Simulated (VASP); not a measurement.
# O (C2/m) in VASP: a series of runs

O is run at these levels: PBE; tasks: single point.

Program: VASP 6.6.1. These are calculated values, not measurements. Logs are shortened: lines on timing, memory, paths and dates and some standing lists are left out, and cuts for length are marked.

## 1. The cell of the first run

It takes space group C2/m (No. 12, monoclinic). Conventional cell: a = 5.703 Å, b = 3.325 Å, c = 4.363 Å, α = 90.00°, β = 123.29°, γ = 90.00°. Within 1.6 Å of O (site symmetry m) lie 1 O at 1.22 Å.

## 2. Single point, PBE, collinear spin, antiferromagnetic start

Input file INCAR:

```
SYSTEM = O
PREC = Accurate ; ENCUT = 520
EDIFF = 1E-7 ; ISMEAR = -1
SIGMA = 0.05 ; LREAL = .FALSE.
LASPH = .TRUE. ; NELM = 150
ALGO = Normal ; ISIF = 2
LWAVE = .FALSE. ; LCHARG = .TRUE.
ISPIN = 2 ; MAGMOM = 0.6 -0.6 0.6 -0.6
LORBIT = 11 ; GGA = PE
LELF = .TRUE. ; LVHAR = .TRUE.
NBANDS = 24
```

Input file KPOINTS:

```
Automatic mesh
0
G
  6 8 5
  0 0 0
```

Input file POSCAR:

```
O
1.0
   -2.3944914034      0.0000000000      3.6470501824
    0.0000000000     -3.3248318800      0.0000000000
    3.3083143032      0.0000000000      3.6470501824
O
4
Direct
    0.1301201900      0.0000000000      0.0254538300
    0.6301201900      0.5000000000      0.5254538300
    0.8698798100      0.0000000000      0.9745461700
    0.3698798100      0.5000000000      0.4745461700
```

Potentials or basis: VASP PAW PBE potentials, release 64 (O).

Launch:

```console
> cat potpaw_PBE.64/O/POTCAR > POTCAR
> mpirun -np 1 vasp_std > vasp.out
```

OUTCAR:

```text
SYSTEM = O
   PREC = Accurate
   ENCUT = 520
   EDIFF = 1E-7
   ISMEAR = -1
   LREAL = .FALSE.
   LASPH = .TRUE.
   NELM = 150
   ISIF = 2
   ISPIN = 2
   LORBIT = 11
   GGA = PE

 ion  position               nearest neighbor table
   1  0.130  0.000  0.025-   3 1.22
   2  0.630  0.500  0.525-   4 1.22
   3  0.870  0.000  0.975-   1 1.22
   4  0.370  0.500  0.475-   2 1.22

  LATTYP: Found a simple monoclinic cell.
 ALAT       =     4.3628619178
 B/A-ratio  =     0.7620758902
 C/A-ratio  =     1.1286202885
 COS(beta)  =    -0.2503978097

  Lattice vectors:

 A1 = (  -2.3944914034,   0.0000000000,   3.6470501824)
 A2 = (   0.0000000000,   3.3248318800,   0.0000000000)
 A3 = (  -3.3083143032,   0.0000000000,  -3.6470501824)

Analysis of symmetry for initial positions (statically):
=====================================================================
 Subroutine PRICEL returns following result:

  LATTYP: Found a base centered monoclinic cell.
 ALAT       =     5.7028057066
 B/A-ratio  =     0.5830168607
 C/A-ratio  =     0.7650377976
 COS(beta)  =    -0.5488350190

  Lattice vectors:
[... 7 lines left out ...]
 Routine SETGRP: Setting up the symmetry group for a
 simple monoclinic supercell.

 Subroutine GETGRP returns: Found  4 space group operations
 (whereof  4 operations were pure point group operations)
 out of a pool of  4 trial point group operations.

The static configuration has the point symmetry C_2h.

Analysis of symmetry for dynamics (positions and initial velocities):
=====================================================================
 Subroutine PRICEL returns following result:

  LATTYP: Found a base centered monoclinic cell.
 ALAT       =     5.7028057066
 B/A-ratio  =     0.5830168607
 C/A-ratio  =     0.7650377976
 COS(beta)  =    -0.5488350190

  Lattice vectors:
[... 7 lines left out ...]
 Routine SETGRP: Setting up the symmetry group for a
 simple monoclinic supercell.

 Subroutine GETGRP returns: Found  4 space group operations
 (whereof  4 operations were pure point group operations)
 out of a pool of  4 trial point group operations.

The dynamic configuration has the point symmetry C_2h.

Analysis of structural, dynamic, and magnetic symmetry:
=====================================================================
 Subroutine PRICEL returns following result:

  LATTYP: Found a base centered monoclinic cell.
 ALAT       =     5.7028057066
 B/A-ratio  =     0.5830168607
 C/A-ratio  =     0.7650377976
 COS(beta)  =    -0.5488350190

  Lattice vectors:
[... 7 lines left out ...]
 Routine SETGRP: Setting up the symmetry group for a
 simple monoclinic supercell.

 Subroutine GETGRP returns: Found  4 space group operations
 (whereof  4 operations were pure point group operations)
 out of a pool of  4 trial point group operations.

The overall configuration has the point symmetry C_2h.

 Subroutine INISYM returns: Found  4 space group operations
 (whereof  4 operations are pure point group operations),
 and found     2 'primitive' translations

----------------------------------------------------------------------------------------

                                     Primitive cell

  volume of cell :      34.5756

  direct lattice vectors                    reciprocal lattice vectors
     2.851402853 -1.662415940  0.000000000     0.175352283 -0.300767087  0.115128532
     2.851402853  1.662415940  0.000000000     0.175352283  0.300767087  0.115128532
    -2.394491403  0.000000000  3.647050182     0.000000000  0.000000000  0.274194198

  length of vectors
     3.300624939  3.300624939  4.362861918     0.366693118  0.366693118  0.274194198

  position of ions in fractional coordinates (direct lattice)
     0.025453830  0.025453830  0.155574020
     0.974546170  0.974546170  0.844425980

  ion indices of the primitive-cell ions
   primitive index   ion index
                 1           1
                 2           3

----------------------------------------------------------------------------------------

 KPOINTS: Automatic mesh

Automatic generation of k-mesh.
 Grid dimensions read from file:
 generate k-points for:    6    8    5

 Generating k-lattice:

  Cartesian coordinates                     Fractional coordinates (reciprocal lattice)
    -0.029225380  0.000000000  0.026510944     0.166666667  0.000000000  0.000000000
     0.000000000 -0.037595886  0.000000000     0.000000000  0.125000000  0.000000000
     0.035070457  0.000000000  0.023025706     0.000000000  0.000000000  0.200000000

  Length of vectors
     0.039458244  0.037595886  0.041953785

  Shift w.r.t. Gamma in fractional coordinates (k-lattice)
     0.000000000  0.000000000  0.000000000

 Subroutine IBZKPT returns following result:
 ===========================================

 Found     80 irreducible k-points:

 Following reciprocal coordinates:
            Coordinates               Weight
  0.000000  0.000000  0.000000      1.000000
  0.166667  0.000000  0.000000      2.000000
  0.333333  0.000000  0.000000      2.000000
  0.500000  0.000000  0.000000      1.000000
  0.000000  0.125000  0.000000      2.000000
  0.166667  0.125000  0.000000      4.000000
[... 16 lines left out ...]
  0.333333  0.000000  0.200000      2.000000
  0.500000  0.000000  0.200000      2.000000
 [... further k-points ...]
   k-points           NKPTS =     80   k-points in BZ     NKDIM =     80   number of bands    NBANDS=     24
   number of dos      NEDOS =    301   number of ions     NIONS =      4
   total plane-waves  NPLWV =  35840
   dimension x,y,z NGX =    32 NGY =   28 NGZ =   40
   dimension x,y,z NGXF=    64 NGYF=   56 NGZF=   80
   ions per type =               4
   NGX,Y,Z   is equivalent  to a cutoff of  12.19, 14.00, 13.50 a.u.
   NGXF,Y,Z  is equivalent  to a cutoff of  24.39, 28.00, 27.01 a.u.
 SYSTEM =  O
   PREC   = accura    normal or accurate (medium, high low for compatibility)
   ISTART =      0    job   : 0-new  1-cont  2-samecut
   ICHARG =      2    charge: 1-file 2-atom 10-const
   ISPIN  =      2    spin polarized calculation?
   LNONCOLLINEAR =      F non collinear calculations
   LSORBIT =      F    spin-orbit coupling
   LASPH  =      T    aspherical Exc in radial PAW
   ENCUT  =  520.0 eV  38.22 Ry    6.18 a.u.   8.11  6.18  9.16*2*pi/ulx,y,z
   NELM   =    150;   NELMIN=  2; NELMDL= -5     # of ELM steps
   EDIFF  = 0.1E-06   stopping-criterion for ELM
   LREAL  =      F    real-space projection
   EDIFFG = 0.1E-05   stopping-criterion for IOM
   NSW    =      0    number of steps for IOM
   IBRION =     -1    ionic relax: 0-MD 1-quasi-New 2-CG
   NFREE  =      0    steps in history (QN), initial steepest desc. (CG)
   ISIF   =      2    stress and relaxation
   ISYM   =      2    0-nonsym 1-usesym 2-fastsym
   POTIM  = 0.5000    time-step for ionic-motion
   TEBEG  =    0.0;   TEEND  =   0.0 temperature during run
   PSTRESS=    0.0 pullay stress
   NELECT =      24.0000    total number of electrons
   NUPDOWN=      -1.0000    fix difference up-down
   EMIN   =  10.00;   EMAX   =-10.00  energy-range for DOS
   EFERMI =   0.00;   METHOD = LEGACY
   ISMEAR =    -1;   SIGMA  =   0.05  broadening in eV -4-tet -1-fermi 0-gaus
   EFERMI_NEDOS =   21; number of points for ismear=-14 and -15
   IALGO  =     38    algorithm
   IMIX   =      4    mixing-type and parameters
     AMIX     =   0.40;   BMIX     =  1.00
     AMIX_MAG =   1.60;   BMIX_MAG =  1.00
  volume/ion in A,a.u.               =      17.29       116.66
  Fermi-wavevector in a.u.,A,eV,Ry     =   1.150479  2.174089 18.008688  1.323601
  Thomas-Fermi vector in A             =   2.287142
   LORBIT       =     11    0 simple, 1 ext, 2 COOP (PROOUT), +10 PAW based schemes
   GGA     = PE    functional components
   LHFCALC =     F    Hartree Fock is set to
   AEXX    =    0.0000 exact exchange contribution
   IVDW    =     0    specifies the selected vdW correction
   LEPSILON=     F    determine dielectric tensor
   LRPA    =     F    only Hartree local field effects (RPA)
 spin polarized calculation
  energy-cutoff  :      520.00
  volume of cell :       69.15
 maximum number of plane-waves:      1876
   NGX = 17   NGY = 13   NGZ = 19

 number of electron      24.0000016 magnetization       0.0000000

 number of electron      24.0000016 magnetization      -0.0000000

 Free energy of the ion-electron system (eV)
  ---------------------------------------------------
  ext. energy  EPLUGINS =         0.00000000
  ---------------------------------------------------
  free energy    TOTEN  =       -19.74362864 eV

  energy without entropy =      -19.74362861  energy(sigma->0) =      -19.74362862

 E-fermi :  -1.6431     XC(G=0):  -7.3822

 val. band max:       -2.4647095585   @ k =   0.0000   0.0000   0.4000
 cond. band min:      -0.8744555585   @ k =   0.5000   0.5000   0.4000
 fundamental gap:      1.5902540000
 Fermi energy:        -1.6431475933

 spin component 1

 k-point     1 :       0.0000    0.0000    0.0000
  band No.  band energies     occupation
      1     -28.6138      1.00000
      2     -27.4155      1.00000
      3     -16.3834      1.00000
      4     -14.5817      1.00000
      5      -9.6537      1.00000
      6      -9.4053      1.00000
[... 637 lines left out ...]
     23      16.6988      0.00000
     24      17.9645      0.00000

 [... further k-points ...]

 spin component 2

 k-point     1 :       0.0000    0.0000    0.0000
  band No.  band energies     occupation
      1     -28.6138      1.00000
      2     -27.4155      1.00000
      3     -16.3834      1.00000
      4     -14.5817      1.00000
      5      -9.6537      1.00000
      6      -9.4053      1.00000
[... 637 lines left out ...]
     23      16.6988      0.00000
     24      17.9637      0.00000

 [... further k-points ...]

------------------------ aborting loop because EDIFF is reached ----------------------------------------

  FORCE on cell =-STRESS in cart. coord.  units (eV):
  Direction    XX          YY          ZZ          XY          YZ          ZX
  --------------------------------------------------------------------------------------
  -------------------------------------------------------------------------------------
  Total        0.6457108      0.4687606      1.7034536      0.0000000      0.0000000     -0.4793866
  in kB       14.9605879     10.8607976     39.4676160      0.0000000      0.0000000    -11.1069921
  external PRESSURE =      21.7630005 kB  Pullay stress =       0.0000000 kB

 VOLUME and BASIS-vectors are now :
 -----------------------------------------------------------------------------
  energy-cutoff  :      520.00
  volume of cell :       69.15
      direct lattice vectors                 reciprocal lattice vectors
    -2.394491403  0.000000000  3.647050182    -0.175352283  0.000000000  0.159065666
     0.000000000 -3.324831880  0.000000000     0.000000000 -0.300767087  0.000000000
     3.308314303  0.000000000  3.647050182     0.175352283  0.000000000  0.115128532

 POSITION                                       TOTAL-FORCE (eV/Angst)
 -----------------------------------------------------------------------------------
     -0.22736      0.00000      0.56739        -0.218756      0.000000      0.715771
      0.22955     -1.66242      4.21444        -0.218756      0.000000      0.715771
      1.14119      0.00000      6.72671         0.218756      0.000000     -0.715771
      0.68427     -1.66242      3.07966         0.218756     -0.000000     -0.715771
 -----------------------------------------------------------------------------------
    total drift:                                0.000000     -0.000000      0.000000

  FREE ENERGIE OF THE ION-ELECTRON SYSTEM (eV)
  ---------------------------------------------------
  free  energy   TOTEN  =       -19.7436286372 eV

  energy  without entropy=      -19.7436286089  energy(sigma->0) =      -19.74362862

 total charge

# of ion       s       p       d       tot
------------------------------------------
    1        1.613   3.293   0.000   4.905
    2        1.613   3.293   0.000   4.905
    3        1.613   3.293   0.000   4.905
    4        1.613   3.293   0.000   4.905
--------------------------------------------------
tot          6.450  13.171   0.000  19.622

 magnetization (x)

# of ion       s       p       d       tot
------------------------------------------
    1        0.010   0.791   0.000   0.801
    2       -0.010  -0.791   0.000  -0.801
    3        0.010   0.791   0.000   0.801
    4       -0.010  -0.791   0.000  -0.801
--------------------------------------------------
tot          0.000  -0.000   0.000  -0.000
```

It took 6.7 min on 1 thread of Intel Xeon 8259CL, shared host; peak memory 0.31 GiB.

What came out:

```yaml
Free_energy: -19.7436 eV
Pressure: 2.2 GPa
Largest_force: 0.748 eV/Å
Band_gap_on_the_k_mesh: 1.59 eV
Net_moment: 0.00 μB per cell
Site_moments: O +0.80, -0.80 (each value once) μB
Valence_electrons_inside_the_program's_atomic_spheres: O 4.91
```

Forces in eV/Å, atoms in the order of the input:
```
O   -0.219  0.000  0.716
O   -0.219  0.000  0.716
O    0.219  0.000 -0.716
O    0.219  0.000 -0.716
```

Caveat: the standard files for N, O and F lose accuracy on very short bonds; this functional lacks dispersion, which holds the molecules together, so the pressure and a relaxed volume are unreliable. A k mesh can miss the band edges.

## 3. Single point, PBE, collinear spin, antiferromagnetic start

Input file INCAR:

```
PREC = Accurate ; ENCUT = 520
EDIFF = 1E-6 ; ISMEAR = -1
SIGMA = 0.05 ; LREAL = False
LASPH = True ; NELM = 150
ALGO = Normal ; ISIF = 2
LWAVE = False ; LCHARG = False
ISPIN = 2 ; MAGMOM = 0.6 -0.6 0.6 -0.6
LORBIT = 11 ; GGA = PE
NBANDS = 24
```

Input file KPOINTS:

```
Automatic mesh
0
Gamma
  6 8 5
```

POSCAR is that of step 2.

Potentials or basis: VASP PAW PBE potentials, release 64 (O).

Launch:

```console
> cat potpaw_PBE.64/O/POTCAR > POTCAR
> mpirun -np 1 vasp_std > vasp.out
```

It took 5.2 min on 1 thread of Intel Xeon 8259CL, shared host; peak memory 0.31 GiB.

Results (log left out):

```yaml
Free_energy: -19.7436 eV
Pressure: 2.2 GPa
Largest_force: 0.748 eV/Å
Band_gap_on_the_k_mesh: 1.59 eV
Net_moment: 0.00 μB per cell
Site_moments: O +0.80, -0.80 (each value once) μB
Valence_electrons_inside_the_program's_atomic_spheres: O 4.91
```

Forces on the atoms (eV/Å):
```
O   -0.219  0.000  0.716
O   -0.219  0.000  0.716
O    0.219  0.000 -0.716
O    0.219  0.000 -0.716
```

Stress tensor (GPa, compression positive):
```
 1.49  0.00 -1.11
 0.00  1.09  0.00
-1.11  0.00  3.94
```

Levels at points of the mesh, in eV from the valence-band top:
Spin up:
| k point | band 10 | band 11 | band 12 | band 13 | band 14 | band 15 |
| --- | --- | --- | --- | --- | --- | --- |
| (0.00, 0.00, 0.00) | -4.57 | -0.30 | 0.00 | 1.97 | 2.39 | 7.42 |
| (0.50, 0.00, 0.00) | -4.56 | -0.32 | -0.06 | 1.89 | 2.29 | 7.50 |
| (0.00, 0.50, 0.00) | -4.89 | -0.44 | -0.23 | 1.82 | 2.07 | 10.05 |
| (0.50, 0.50, 0.00) | -4.82 | -0.63 | -0.34 | 1.63 | 2.03 | 8.77 |
Spin down:
```csv
k point,band 10,band 11,band 12,band 13,band 14,band 15
"(0.00, 0.00, 0.00)",-4.57,-0.30,0.00,1.97,2.39,7.42
"(0.50, 0.00, 0.00)",-4.56,-0.32,-0.06,1.89,2.29,7.50
"(0.00, 0.50, 0.00)",-4.89,-0.44,-0.23,1.82,2.07,10.05
"(0.50, 0.50, 0.00)",-4.82,-0.63,-0.34,1.63,2.03,8.77
```

Caveat: the standard files for N, O and F lose accuracy on very short bonds; this functional lacks dispersion, which holds the molecules together, so the pressure and a relaxed volume are unreliable. A k mesh can miss the band edges.

## 4. Single point, PBE, collinear spin, ferrimagnetic start

Input file INCAR:

```
PREC     = Accurate       # precision mode
ENCUT    = 520            # plane-wave cutoff, eV
EDIFF    = 1E-6           # SCF threshold, eV
ISMEAR   = -1             # smearing method
SIGMA    = 0.05           # smearing width, eV
LREAL    = False          # projectors in reciprocal space
LASPH    = True           # aspherical terms in the spheres
NELM     = 150            # most SCF steps
ALGO     = Normal         # electronic algorithm
ISIF     = 2              # what is computed and relaxed
LWAVE    = False          # write WAVECAR
LCHARG   = False          # write CHGCAR
ISPIN    = 2              # spin polarisation
MAGMOM   = 0.6 0.6 0.6 -0.6 # initial moments
LORBIT   = 11             # projections on sites
GGA      = PE             # functional
NBANDS   = 24             # bands
```

KPOINTS is that of step 3.

POSCAR is that of step 3.

Launch:

```console
> cat potpaw_PBE.64/O/POTCAR > POTCAR
> mpirun -np 1 vasp_std > vasp.out
```

Wall time 80 s (1 thread of Intel Xeon 6975P-C (Granite Rapids), shared host); peak memory 0.31 GiB.

Results (log left out):

- Free energy: -19.7436 eV
- Pressure: 2.2 GPa
- Largest force: 0.748 eV/Å
- Band gap on the k mesh: 1.59 eV
- Net moment: 0.00 μB per cell
- Site moments: O +0.80, -0.80 (each value once) μB
- Valence electrons inside the program's atomic spheres: O 4.91

Forces in eV/Å, atoms in the order of the input:
```
O   -0.219  0.000  0.715
O   -0.219  0.000  0.715
O    0.219  0.000 -0.716
O    0.219  0.000 -0.715
```

Stress tensor (GPa, compression positive):
```
 1.50  0.00 -1.11
 0.00  1.09  0.00
-1.11  0.00  3.94
```

Levels at points of the mesh, in eV from the valence-band top:
Spin up:
```csv
k point,band 8,band 9,band 10,band 11,band 12,band 13,band 14,band 15,band 16,band 17
"(0.00, 0.00, 0.00)",-6.07,-4.82,-4.57,-0.30,0.00,1.97,2.39,7.42,10.33,11.36
"(0.50, 0.00, 0.00)",-5.74,-4.99,-4.56,-0.32,-0.06,1.89,2.29,7.50,7.83,10.91
"(0.00, 0.50, 0.00)",-5.95,-5.25,-4.89,-0.44,-0.23,1.82,2.07,10.05,10.26,10.56
"(0.50, 0.50, 0.00)",-5.65,-5.20,-4.82,-0.63,-0.34,1.63,2.03,8.77,9.51,11.35
```
Spin down:
```tsv
k point	band 8	band 9	band 10	band 11	band 12	band 13	band 14	band 15	band 16	band 17
(0.00, 0.00, 0.00)	-6.07	-4.82	-4.57	-0.30	0.00	1.97	2.39	7.42	10.33	11.36
(0.50, 0.00, 0.00)	-5.74	-4.99	-4.56	-0.32	-0.06	1.89	2.29	7.50	7.83	10.91
(0.00, 0.50, 0.00)	-5.96	-5.25	-4.89	-0.44	-0.23	1.82	2.07	10.05	10.26	10.56
(0.50, 0.50, 0.00)	-5.66	-5.20	-4.82	-0.63	-0.34	1.63	2.03	8.77	9.51	11.35
```

Caveat: the standard files for N, O and F lose accuracy on very short bonds; this functional lacks dispersion, which holds the molecules together, so the pressure and a relaxed volume are unreliable. A k mesh can miss the band edges.
